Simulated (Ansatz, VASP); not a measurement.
# One calculation of BaS, two programs

INCAR

```
PREC = Accurate ; ENCUT = 520
EDIFF = 1E-6 ; ISMEAR = 0
SIGMA = 0.05 ; LREAL = False
LASPH = True ; NELM = 60
ALGO = Normal ; ISIF = 2
LWAVE = False ; LCHARG = False
GGA = PE ; NBANDS = 15
```

File KPOINTS:

```
Automatic mesh
0
Gamma
  6 6 6
```

POSCAR

```
BaS
1.0
    0.0000000000      3.1937508250      3.1937508250
    3.1937508250      0.0000000000      3.1937508250
    3.1937508250      3.1937508250      0.0000000000
Ba S
1 1
Direct
    0.5000000000      0.5000000000      0.5000000000
    0.0000000000      0.0000000000      0.0000000000
```

Input for Ansatz:

```yaml
crystal:
  lattice:
    - [0.0, 3.193750825, 3.193750825]
    - [3.193750825, 0.0, 3.193750825]
    - [3.193750825, 3.193750825, 0.0]
  atoms:
    - { symbol: Ba, position: [0.5, 0.5, 0.5] }
    - { symbol: S, position: [0.0, 0.0, 0.0] }
basis:
  ecutwfc: 420
  ecutrho_ratio: 4
kpoints:
  mp_grid: { grid: [6, 6, 6] }
hamiltonian:
  xc: pbe
scf:
  occupations: { method: gaussian, width: 0.05 }
output:
  forces: true
  stress: true
  eigenvalues: true
```

Alike in both runs: task single point; functional PBE; k mesh 6 × 6 × 6; occupations gaussian, width 0.05 eV; no spin polarisation.

|  | VASP | Ansatz |
| --- | --- | --- |
| version | VASP 6.6.1 | Ansatz 0.2.0 |
| potentials or method | VASP PAW PBE potentials, release 64 (Ba_sv, S), cutoff 520 eV | scalar-relativistic, plane waves, PAW |
| valence electrons in the cell | 16 | 16 |

```tsv
	VASP	Ansatz	Ansatz less VASP
gap on the k mesh at the Fermi level (eV)	2.11	2.21	+0.099
least direct gap on the mesh (eV)	2.24	2.31	+0.067
pressure (GPa)	1.4	0.8	-0.59
```

With one functional, cell and mesh, what is left measures potentials, basis and numerics.

Neither program's run includes spin-orbit coupling.
